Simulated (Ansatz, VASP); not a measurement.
## MgO in VASP and in Ansatz

INCAR

```
ALGO     = Normal         # electronic algorithm
EDIFF    = 1E-7           # SCF threshold, eV
ENCUT    = 520            # plane-wave cutoff, eV
GGA      = PS             # functional
ISIF     = 2              # what is computed and relaxed
ISMEAR   = 0              # smearing method
LASPH    = True           # aspherical terms in the spheres
LCHARG   = False          # write CHGCAR
LREAL    = False          # projectors in reciprocal space
LWAVE    = False          # write WAVECAR
NBANDS   = 26             # bands
NELM     = 80             # most SCF steps
PREC     = Accurate       # precision mode
SIGMA    = 0.05           # smearing width, eV
```

Contents of KPOINTS:

```
k-points
0
Gamma
  9 9 4
```

POSCAR

```
MgO
1.0
    3.2553371795      0.0000000000      0.0000000000
   -1.6276685897      2.8192046953      0.0000000000
    0.0000000000      0.0000000000     10.4149514991
Mg O
4 4
Direct
    0.3333333333      0.6666666667      0.9695963559
    0.0000000000      0.0000000000      0.2209473890
    0.0000000000      0.0000000000      0.7209473890
    0.6666666667      0.3333333333      0.4695963559
    0.3333333333      0.6666666667      0.7799156657
   -0.1597376773      0.0000000000      0.5420208246
    0.0000000000      0.0000000000      0.0295387694
    0.6666666667      0.3333333333      0.2799156657
```

Input for Ansatz:

```yaml
crystal:
  lattice:
    - [3.2553371795, 0.0, 0.0]
    - [-1.6276685897, 2.8192046953, 0.0]
    - [0.0, 0.0, 10.4149514991]
  atoms:
    - { symbol: Mg, position: [0.3333333333, 0.6666666667, 0.9695963559] }
    - { symbol: Mg, position: [0.0, 0.0, 0.220947389] }
    - { symbol: Mg, position: [0.0, 0.0, 0.720947389] }
    - { symbol: Mg, position: [0.6666666667, 0.3333333333, 0.4695963559] }
    - { symbol: O, position: [0.3333333333, 0.6666666667, 0.7799156657] }
    - { symbol: O, position: [-0.1597376773, 0.0, 0.5420208246] }
    - { symbol: O, position: [0.0, 0.0, 0.0295387694] }
    - { symbol: O, position: [0.6666666667, 0.3333333333, 0.2799156657] }
basis:
  ecutwfc: 420
kpoints:
  mp_grid: { grid: [9, 9, 4] }
hamiltonian:
  xc: pbesol
  pseudopotentials: { kind: paw, azcp: { folder: soft_1 } }
scf:
  occupations: { method: gaussian, width: 0.05 }
output:
  forces: true
  stress: true
  eigenvalues: true
```

Alike in both runs: task single point; functional PBEsol; k mesh 9 × 9 × 4; occupations gaussian, width 0.05 eV; no spin polarisation.

|  | VASP | Ansatz |
| --- | --- | --- |
| version | VASP 6.6.1 | Ansatz 0.2.0 |
| potentials or method | VASP PAW PBE potentials, release 64 (Mg, O), cutoff 520 eV | scalar-relativistic, plane waves, PAW |
| valence electrons in the cell | 32 | 64 |

Ansatz gave:

| Item | Value |
| --- | --- |
| gap on the k mesh at the Fermi level (eV) | 2.88 |
| least direct gap on the mesh (eV) | 2.88 |
| pressure (GPa) | 4.9 |
| traceless stress, the component that is largest in VASP (GPa) | -5.95 |
| rms of the force components (eV/Å) | 1.942 |

Question: Which values does VASP return?

Answer: gap on the k mesh at the Fermi level (eV): 2.87; least direct gap on the mesh (eV): 2.87; pressure (GPa): 4.9; traceless stress, the component that is largest in VASP (GPa): -6.26; rms of the force components (eV/Å): 2.025.

VASP's potentials were made for PBE, not for PBEsol, and Ansatz warns of the same on its side. Atom by atom the forces differ by 0.085 eV/Å (rms over components). VASP's potentials hold 32 valence electrons a cell and Ansatz's 64, so a difference there can come from the potentials and not from the codes.
